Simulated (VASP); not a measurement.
SrTiO3:

```
Sr Ti O
1.0
     3.90500    0.00000    0.00000
     0.00000    3.90500    0.00000
     0.00000    0.00000    3.90500
Sr Ti O
1 1 3
Direct
  0.00000 0.00000 0.00000
  0.50000 0.50000 0.50000
  0.00000 0.50000 0.50000
  0.50000 0.00000 0.50000
  0.50000 0.50000 0.00000
```

- Program: VASP 6.6.1
- Task: relaxation of cell and atoms
- Functional: PBE
- Potentials or basis: VASP PAW PBE potentials, release 64 (Sr_sv, Ti_sv, O)
- Cutoff: 600 eV
- k mesh: 8 × 8 × 8
- Occupations: gaussian, width 0.02 eV
- Spin: no spin polarisation
- Hubbard terms: Ti d U = 4.0 eV

At the start: pressure 8.6 GPa; volume 11.91 Å³/atom.

Where does the relaxation end?

Over 3 steps the energy falls by 14.9 meV/atom and the volume is 12.49 Å³/atom (+4.9 %); space group Pm-3m (No. 221, to 0.05 Å).

The path:
```tsv
step	energy change (eV)	largest force (eV/Å)	pressure (GPa)	volume (Å³)
1	0.0000	0.0000	8.62	59.55
2	-0.0142	0.0000	-6.60	65.24
3	-0.0745	0.0000	-0.05	62.45
```

Final structure:
```yaml
crystal:
  lattice:
    - [3.96743, 0.00000, 0.00000]
    - [0.00000, 3.96743, 0.00000]
    - [0.00000, 0.00000, 3.96743]
  atoms:
    - { symbol: Sr, position: [0.00000, 0.00000, 0.00000] }
    - { symbol: Ti, position: [0.50000, 0.50000, 0.50000] }
    - { symbol: O, position: [0.00000, 0.50000, 0.50000] }
    - { symbol: O, position: [0.50000, 0.00000, 0.50000] }
    - { symbol: O, position: [0.50000, 0.50000, 0.00000] }
```
